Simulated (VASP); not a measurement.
# ErC3 (C2/m) in VASP: a series of runs

ErC3 is run at these levels: PBE; tasks: single point.

Everything below comes from runs of VASP 6.6.1. Logs are shortened: lines on timing, memory, paths and dates and some standing lists are left out, and cuts for length are marked.

## (1) The cell of the first run

Symmetry: C2/m, No. 12, monoclinic system. Conventional cell: a = 6.044 Å, b = 3.479 Å, c = 5.553 Å, α = 90.00°, β = 111.33°, γ = 90.00°. Er (site symmetry 2/m) has 12 C at 2.39 to 3.28 Å within 3.3 Å. C (site symmetry 2/m) has 2 C at 1.30 Å within 1.7 Å. C (site symmetry m) has 1 C at 1.30 Å within 1.7 Å.

## (2) Single point, PBE (13.60 Å³/atom)

File INCAR:

```
SYSTEM = ErC3
PREC = Accurate
ENCUT = 600
EDIFF = 1E-6
ISMEAR = 0
SIGMA = 0.1
LREAL = .False.
LASPH = .True.
NELM = 200
ALGO = Normal
ISIF = 2
LWAVE = .False.
LCHARG = .True.
GGA = PE
LELF = .True.
LVHAR = .True.
NBANDS = 18
GGA_COMPAT = .False.
LMAXMIX = 6
```

File KPOINTS:

```
Automatic mesh
0
Gamma
  12 12 8
  0 0 0
```

File POSCAR:

```
ErC3
1.0
    3.0218093386     -1.7393828227      0.0281946015
    3.0218093386      1.7393828227      0.0281946015
   -2.0684666535      0.0000000000      5.1537750017
Er C
1 3
Direct
    0.0000000000      0.0000000000      0.5000000000
    0.5000000000      0.5000000000      0.0000000000
    0.5839925317      0.5839925317      0.2508684676
    0.4160074683      0.4160074683      0.7491315324
```

Potentials or basis: VASP PAW PBE potentials, release 64 (Er_3, C), 4f in core.

Started as:

```bash
cat potpaw_PBE.64/Er_3/POTCAR potpaw_PBE.64/C/POTCAR > POTCAR
mpirun -np 1 vasp_std > vasp.out
```

OUTCAR:

```text
SYSTEM = ErC3
   PREC = Accurate
   ENCUT = 600
   EDIFF = 1E-6
   ISMEAR = 0
   LREAL = .False.
   LASPH = .True.
   NELM = 200
   ISIF = 2
   GGA = PE

 ion  position               nearest neighbor table
   1  0.000  0.000  0.500-   3 2.39   4 2.39   3 2.39   3 2.39   4 2.39   4 2.39
   2  0.500  0.500  0.000-   3 1.30   4 1.30
   3  0.584  0.584  0.251-   2 1.30   1 2.39   1 2.39   1 2.39
   4  0.416  0.416  0.749-   2 1.30   1 2.39   1 2.39   1 2.39

  LATTYP: Found a base centered monoclinic cell.
 ALAT       =     6.0438817376
 B/A-ratio  =     0.5755846650
 C/A-ratio  =     0.9188420929
 COS(beta)  =    -0.3637954996

  Lattice vectors:

 A1 = (   3.0218093386,  -1.7393828227,   0.0281946015)
 A2 = (   3.0218093386,   1.7393828227,   0.0281946015)
 A3 = (  -2.0684666535,   0.0000000000,   5.1537750017)

Analysis of symmetry for initial positions (statically):
=====================================================================
 Subroutine PRICEL returns:
 Original cell was already a primitive cell.

 Routine SETGRP: Setting up the symmetry group for a
 base centered monoclinic supercell.

 Subroutine GETGRP returns: Found  4 space group operations
 (whereof  4 operations were pure point group operations)
 out of a pool of  4 trial point group operations.

The static configuration has the point symmetry C_2h.

Analysis of symmetry for dynamics (positions and initial velocities):
=====================================================================
 Subroutine PRICEL returns:
 Original cell was already a primitive cell.

 Routine SETGRP: Setting up the symmetry group for a
 base centered monoclinic supercell.

 Subroutine GETGRP returns: Found  4 space group operations
 (whereof  4 operations were pure point group operations)
 out of a pool of  4 trial point group operations.

The dynamic configuration has the point symmetry C_2h.

 Subroutine INISYM returns: Found  4 space group operations
 (whereof  4 operations are pure point group operations),
 and found     1 'primitive' translations

----------------------------------------------------------------------------------------

                                     Primitive cell

  volume of cell :      54.3802

  direct lattice vectors                    reciprocal lattice vectors
     3.021809339 -1.739382823  0.028194601     0.164846474 -0.287458283  0.066161102
     3.021809339  1.739382823  0.028194601     0.164846474  0.287458283  0.066161102
    -2.068466653  0.000000000  5.153775002    -0.001803641  0.000000000  0.193308638

  length of vectors
     3.486772034  3.486772034  5.553372945     0.337911107  0.337911107  0.193317053

  position of ions in fractional coordinates (direct lattice)
     0.000000000  0.000000000  0.500000000
     0.500000000  0.500000000  0.000000000
     0.583992532  0.583992532  0.250868468
     0.416007468  0.416007468  0.749131532

  ion indices of the primitive-cell ions
   primitive index   ion index
                 1           1
                 2           2
                 3           3
                 4           4

----------------------------------------------------------------------------------------

 KPOINTS: Automatic mesh

Automatic generation of k-mesh.
 Grid dimensions read from file:
 generate k-points for:   12   12    8

 Generating k-lattice:

  Cartesian coordinates                     Fractional coordinates (reciprocal lattice)
     0.013737206 -0.023954857  0.005513425     0.083333333 -0.000000000  0.000000000
     0.013737206  0.023954857  0.005513425    -0.000000000  0.083333333  0.000000000
    -0.000225455  0.000000000  0.024163580     0.000000000  0.000000000  0.125000000

  Length of vectors
     0.028159259  0.028159259  0.024164632

  Shift w.r.t. Gamma in fractional coordinates (k-lattice)
     0.000000000  0.000000000  0.000000000

 Subroutine IBZKPT returns following result:
 ===========================================

 Found    320 irreducible k-points:

 Following reciprocal coordinates:
            Coordinates               Weight
  0.000000  0.000000  0.000000      1.000000
  0.083333  0.000000  0.000000      4.000000
  0.166667 -0.000000  0.000000      4.000000
  0.250000 -0.000000  0.000000      4.000000
  0.333333  0.000000  0.000000      4.000000
  0.416667  0.000000  0.000000      4.000000
[... 16 lines left out ...]
  0.500000  0.166667  0.000000      4.000000
 -0.416667  0.166667  0.000000      4.000000
 [... further k-points ...]
   k-points           NKPTS =    320   k-points in BZ     NKDIM =    320   number of bands    NBANDS=     18
   number of dos      NEDOS =    301   number of ions     NIONS =      4
   total plane-waves  NPLWV =  37632
   dimension x,y,z NGX =    28 NGY =   28 NGZ =   48
   dimension x,y,z NGXF=    56 NGYF=   56 NGZF=   96
   ions per type =               1   3
   NGX,Y,Z   is equivalent  to a cutoff of  13.35, 13.35, 14.37 a.u.
   NGXF,Y,Z  is equivalent  to a cutoff of  26.70, 26.70, 28.74 a.u.
 SYSTEM =  ErC3
   PREC   = accura    normal or accurate (medium, high low for compatibility)
   ISTART =      0    job   : 0-new  1-cont  2-samecut
   ICHARG =      2    charge: 1-file 2-atom 10-const
   ISPIN  =      1    spin polarized calculation?
   LNONCOLLINEAR =      F non collinear calculations
   LSORBIT =      F    spin-orbit coupling
   LASPH  =      T    aspherical Exc in radial PAW
   ENCUT  =  600.0 eV  44.10 Ry    6.64 a.u.   6.96  6.96 11.09*2*pi/ulx,y,z
   NELM   =    200;   NELMIN=  2; NELMDL= -5     # of ELM steps
   EDIFF  = 0.1E-05   stopping-criterion for ELM
   LREAL  =      F    real-space projection
   EDIFFG = 0.1E-04   stopping-criterion for IOM
   NSW    =      0    number of steps for IOM
   IBRION =     -1    ionic relax: 0-MD 1-quasi-New 2-CG
   NFREE  =      0    steps in history (QN), initial steepest desc. (CG)
   ISIF   =      2    stress and relaxation
   ISYM   =      2    0-nonsym 1-usesym 2-fastsym
   POTIM  = 0.5000    time-step for ionic-motion
   TEBEG  =    0.0;   TEEND  =   0.0 temperature during run
   PSTRESS=    0.0 pullay stress
   NELECT =      21.0000    total number of electrons
   NUPDOWN=      -1.0000    fix difference up-down
   EMIN   =  10.00;   EMAX   =-10.00  energy-range for DOS
   EFERMI =   0.00;   METHOD = LEGACY
   ISMEAR =     0;   SIGMA  =   0.10  broadening in eV -4-tet -1-fermi 0-gaus
   EFERMI_NEDOS =   21; number of points for ismear=-14 and -15
   IALGO  =     38    algorithm
   IMIX   =      4    mixing-type and parameters
     AMIX     =   0.40;   BMIX     =  1.00
     AMIX_MAG =   1.60;   BMIX_MAG =  1.00
  volume/ion in A,a.u.               =      13.60        91.74
  Fermi-wavevector in a.u.,A,eV,Ry     =   1.192159  2.252854 19.337194  1.421244
  Thomas-Fermi vector in A             =   2.328204
   LORBIT       =      0    0 simple, 1 ext, 2 COOP (PROOUT), +10 PAW based schemes
   GGA     = PE    functional components
   LHFCALC =     F    Hartree Fock is set to
   AEXX    =    0.0000 exact exchange contribution
   IVDW    =     0    specifies the selected vdW correction
   LEPSILON=     F    determine dielectric tensor
   LRPA    =     F    only Hartree local field effects (RPA)
 non-spin polarized calculation
 Gauss-broadening in eV      SIGMA  =   0.10
  energy-cutoff  :      600.00
  volume of cell :       54.38
 maximum number of plane-waves:      1830
   NGX = 13   NGY = 13   NGZ = 23

 number of electron      21.0000000 magnetization

 Free energy of the ion-electron system (eV)
  ---------------------------------------------------
  ext. energy  EPLUGINS =         0.00000000
  ---------------------------------------------------
  free energy    TOTEN  =       -30.98741181 eV

  energy without entropy =      -30.97779817  energy(sigma->0) =      -30.98260499

 E-fermi :   2.5205     XC(G=0): -10.2205

 val. band max:        2.5125495433   @ k =  -0.2500  -0.3333   0.2500
 cond. band min:       2.5256287431   @ k =  -0.1667   0.0833   0.5000
 fundamental gap:      0.0130791998
 Fermi energy:         2.5205254976

 k-point     1 :       0.0000    0.0000    0.0000
  band No.  band energies     occupation
      1     -20.6144      2.00000
      2     -20.2028      2.00000
      3     -20.2023      2.00000
      4     -12.3122      2.00000
      5      -8.7026      2.00000
      6      -4.0991      2.00000
[... 10 lines left out ...]
     17      10.0125      0.00000
     18      10.3581      0.00000

 k-point     2 :       0.0833    0.0000    0.0000
  band No.  band energies     occupation
      1     -20.6052      2.00000
      2     -20.2497      2.00000
      3     -20.2120      2.00000
      4     -12.2677      2.00000
      5      -8.7161      2.00000
      6      -3.9642      2.00000
[... 10 lines left out ...]
     17       9.9588      0.00000
     18      10.7935      0.00000

 k-point     3 :       0.1667   -0.0000    0.0000
  band No.  band energies     occupation
      1     -20.5801      2.00000
      2     -20.3749      2.00000
      3     -20.2382      2.00000
      4     -12.1461      2.00000
      5      -8.7535      2.00000
      6      -3.5928      2.00000
[... 10 lines left out ...]
     17      10.0288      0.00000
     18      11.4360      0.00000

 k-point     4 :       0.2500   -0.0000    0.0000
  band No.  band energies     occupation
      1     -20.5553      2.00000
      2     -20.5299      2.00000
      3     -20.2736      2.00000
      4     -11.9790      2.00000
      5      -8.8057      2.00000
      6      -3.0943      2.00000
[... 10 lines left out ...]
     17      10.3396      0.00000
     18      12.0434      0.00000

 k-point     5 :       0.3333    0.0000    0.0000
  band No.  band energies     occupation
      1     -20.7006      2.00000
      2     -20.5079      2.00000
      3     -20.3087      2.00000
      4     -11.8092      2.00000
      5      -8.8597      2.00000
      6      -2.7001      2.00000
[... 10 lines left out ...]
     17      10.4571      0.00000
     18      12.9100      0.00000

 k-point     6 :       0.4167    0.0000    0.0000
  band No.  band energies     occupation
      1     -20.8127      2.00000
      2     -20.4820      2.00000
      3     -20.3342      2.00000
      4     -11.6822      2.00000
      5      -8.9006      2.00000
      6      -2.6520      2.00000
[... 10 lines left out ...]
     17      10.3369      0.00000
     18      13.7201      0.00000

 k-point     7 :       0.5000   -0.0000    0.0000
  band No.  band energies     occupation
      1     -20.8530      2.00000
      2     -20.4724      2.00000
      3     -20.3435      2.00000
      4     -11.6350      2.00000
      5      -8.9159      2.00000
      6      -2.7004      2.00000
[... 10 lines left out ...]
     17      10.2047      0.00000
     18      13.5997      0.00000

 k-point     8 :       0.0833    0.0833    0.0000
  band No.  band energies     occupation
      1     -20.6056      2.00000
      2     -20.2490      2.00000
      3     -20.2123      2.00000
      4     -12.2627      2.00000
      5      -8.7291      2.00000
      6      -3.9443      2.00000
[... 10 lines left out ...]
     17      10.1305      0.00000
     18      10.8597      0.00000
[... 229 lines left out ...]
     17      10.4383      0.00000
     18      11.8465      0.00000

 k-point    20 :       0.2500    0.1667    0.0000
  band No.  band energies     occupation
      1     -20.5600      2.00000
      2     -20.4696      2.00000
      3     -20.2692      2.00000
      4     -12.0392      2.00000
      5      -8.7884      2.00000
      6      -3.2116      2.00000
[... 10 lines left out ...]
     17      10.4657      0.00000
     18      11.8558      0.00000

 k-point    21 :       0.3333    0.1667    0.0000
  band No.  band energies     occupation
      1     -20.5856      2.00000
      2     -20.5299      2.00000
      3     -20.3246      2.00000
      4     -11.9070      2.00000
      5      -8.8022      2.00000
      6      -2.7541      2.00000
[... 10 lines left out ...]
     17      10.6132      0.00000
     18      12.0758      0.00000

 k-point    22 :       0.4167    0.1667    0.0000
  band No.  band energies     occupation
      1     -20.6931      2.00000
      2     -20.4991      2.00000
      3     -20.3856      2.00000
      4     -11.7758      2.00000
      5      -8.8120      2.00000
      6      -2.3585      2.00000
[... 10 lines left out ...]
     17      11.0725      0.00000
     18      12.7019      0.00000

 k-point    23 :       0.5000    0.1667    0.0000
  band No.  band energies     occupation
      1     -20.7687      2.00000
      2     -20.4755      2.00000
      3     -20.4320      2.00000
      4     -11.6805      2.00000
      5      -8.8159      2.00000
      6      -2.3200      2.00000
[... 10 lines left out ...]
     17      11.4017      0.00000
     18      13.4852      0.00000

 k-point    24 :      -0.4167    0.1667    0.0000
  band No.  band energies     occupation
      1     -20.7971      2.00000
      2     -20.4650      2.00000
      3     -20.4498      2.00000
      4     -11.6476      2.00000
      5      -8.8124      2.00000
      6      -2.3945      2.00000
[... 10 lines left out ...]
     17      11.5518      0.00000
     18      13.7825      0.00000

 [... further k-points ...]

------------------------ aborting loop because EDIFF is reached ----------------------------------------

  FORCE on cell =-STRESS in cart. coord.  units (eV):
  Direction    XX          YY          ZZ          XY          YZ          ZX
  --------------------------------------------------------------------------------------
  -------------------------------------------------------------------------------------
  Total        3.8131091      3.8107525      3.8210227      0.0000000      0.0000000     -0.0005750
  in kB      112.3437325    112.2742987    112.5768865      0.0000000      0.0000000     -0.0169418
  external PRESSURE =     112.3983059 kB  Pullay stress =       0.0000000 kB

 VOLUME and BASIS-vectors are now :
 -----------------------------------------------------------------------------
  energy-cutoff  :      600.00
  volume of cell :       54.38
      direct lattice vectors                 reciprocal lattice vectors
     3.021809339 -1.739382823  0.028194601     0.164846474 -0.287458283  0.066161102
     3.021809339  1.739382823  0.028194601     0.164846474  0.287458283  0.066161102
    -2.068466653  0.000000000  5.153775002    -0.001803641  0.000000000  0.193308638

 POSITION                                       TOTAL-FORCE (eV/Angst)
 -----------------------------------------------------------------------------------
     -1.03423      0.00000      2.57689         0.000000      0.000000      0.000000
      3.02181      0.00000      0.02819         0.000000     -0.000000      0.000000
      3.01052      0.00000      1.32585         0.000008     -0.000000     -0.012930
      0.96464      0.00000      3.88431        -0.000008     -0.000000      0.012930
 -----------------------------------------------------------------------------------
    total drift:                                0.000000     -0.000000      0.000000

  FREE ENERGIE OF THE ION-ELECTRON SYSTEM (eV)
  ---------------------------------------------------
  free  energy   TOTEN  =       -30.9874118083 eV

  energy  without entropy=      -30.9777981719  energy(sigma->0) =      -30.98260499
```

It took 6.4 min on 1 thread of Intel Xeon Platinum 8259CL at 2.50GHz (Skylake/Cascade Lake), shared host; peak memory 0.47 GiB.

Results:

```
Free energy            : -30.9874 eV
Pressure               : 11.2 GPa
Largest force          : 0.013 eV/Å
Band gap on the k mesh : zero (an odd number of electrons rules out a gap without spin polarisation)
```

Forces on the atoms (eV/Å):
```
Er   0.000  0.000  0.000
C    0.000  0.000  0.000
C    0.000  0.000 -0.013
C    0.000  0.000  0.013
```

Levels at points of the mesh, in eV from the Fermi level:
```
           k point  band 9  band 10  band 11  band 12  band 13  band 14
(0.00, 0.00, 0.00)   -1.89    -0.90    -0.88     3.36     4.86     4.91
(0.50, 0.00, 0.00)   -3.36    -0.14     1.00     1.68     4.32     5.40
(0.50, 0.50, 0.00)   -2.57    -2.30    -0.54     2.73     5.70     6.60
(0.00, 0.00, 0.50)   -2.98     1.59     1.60     3.01     3.03     4.10
(0.50, 0.00, 0.50)   -2.56    -2.30    -0.56     2.74     5.69     6.59
(0.50, 0.50, 0.50)   -3.34    -0.13     1.01     1.66     4.33     5.40
```

Caveat: the cell stands under pressure; spin-orbit coupling is left out, which moves the levels of the heavy elements; the 4f electrons are frozen in the core, so they carry no moment and show no levels; an odd number of electrons without spin polarisation forces a metal; a magnetic or distorted state may lie lower. Spin polarisation is off, so any magnetic state and its effect on volume and gap are missing.

(Part 1 of 2 ends here.)

The gap in the log of VASP goes by the Fermi energy; the results here count the filled bands.